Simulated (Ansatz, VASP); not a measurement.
# GaN: VASP beside Ansatz

```
CELL_PARAMETERS angstrom
0.00000 2.19072 2.19072
2.19072 0.00000 2.19072
2.19072 2.19072 0.00000
ATOMIC_POSITIONS crystal
Ga 0.00000 0.00000 0.00000
N 0.50000 0.50000 0.50000
```

Change from the starting cell: volume scaled by 1.08.

Alike in both runs: functional RPBE; k mesh 11 × 11 × 11; occupations fermi-dirac, width 0.15 eV; non-collinear spin, spin-orbit coupling.

```csv
,VASP,Ansatz
version,VASP 6.6.1,Ansatz 0.2.0
potentials or method,"VASP PAW PBE potentials, release 64 (Ga_d, N)",Ansatz PAW
plane-wave cutoff (eV),520,420
valence electrons in the cell,18,18
task,single point,atomic charges
```

Ansatz gave:

| Property | Result |
| --- | --- |
| pressure (GPa) | -9.3 |

**Question.** What did VASP give for the same quantities?

**Answer.** Pressure (GPa): -8.7.

VASP's potentials were made for PBE, not for RPBE.
